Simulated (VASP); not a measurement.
Sn2Te:

```
Sn Te
1.0
     4.50178    0.00000    0.00000
    -2.25089    3.89865    0.00000
     0.00000    0.00000    5.31851
Sn Te
2 1
Direct
  0.33333 0.66667 0.35229
  0.66667 0.33333 0.64771
  0.00000 0.00000 0.00000
```

* Program: VASP 6.6.1
* Task: relaxation of cell and atoms
* Functional: PBE
* Potentials or basis: VASP PAW PBE potentials, release 64 (Sn_d, Te)
* Cutoff: 600 eV
* k mesh: 12 × 12 × 8
* Occupations: gaussian, width 0.1 eV
* Spin: no spin polarisation

At the start: pressure -0.2 GPa; volume 31.11 Å³/atom.

**Question.** How do energy, volume and symmetry change on relaxing?

**Answer.** Over 15 steps the energy falls by 18.7 meV/atom and the volume is 30.91 Å³/atom (-0.7 %); space group P-3m1 (No. 164, to 0.1 Å) before and after.

The path:
```csv
step,energy change (eV),largest force (eV/Å),pressure (GPa),volume (Å³)
1,0.0000,0.1544,-0.23,93.34
2,-0.0084,0.1427,-0.01,92.73
3,-0.0259,0.0988,0.95,90.86
4,-0.0023,0.0743,3.18,86.98
5,-0.0283,0.0652,1.37,89.95
6,-0.0319,0.0537,1.31,90.08
7,-0.0407,0.0328,1.11,90.44
8,-0.0519,0.0061,0.74,91.13
9,-0.0473,0.0728,0.23,92.31
10,-0.0538,0.0352,0.55,91.60
11,-0.0553,0.0215,0.24,92.06
12,-0.0559,0.0090,0.11,92.51
13,-0.0550,0.0167,-0.23,93.41
14,-0.0560,0.0047,-0.06,92.79
15,-0.0560,0.0086,-0.04,92.72
```

Final structure:
```
CELL_PARAMETERS angstrom
4.29901 0.00000 0.00000
-2.14951 3.72306 0.00000
0.00000 0.00000 5.79323
ATOMIC_POSITIONS crystal
Sn 0.33333 0.66667 0.33709
Sn 0.66667 0.33333 0.66291
Te 0.00000 0.00000 0.00000
```
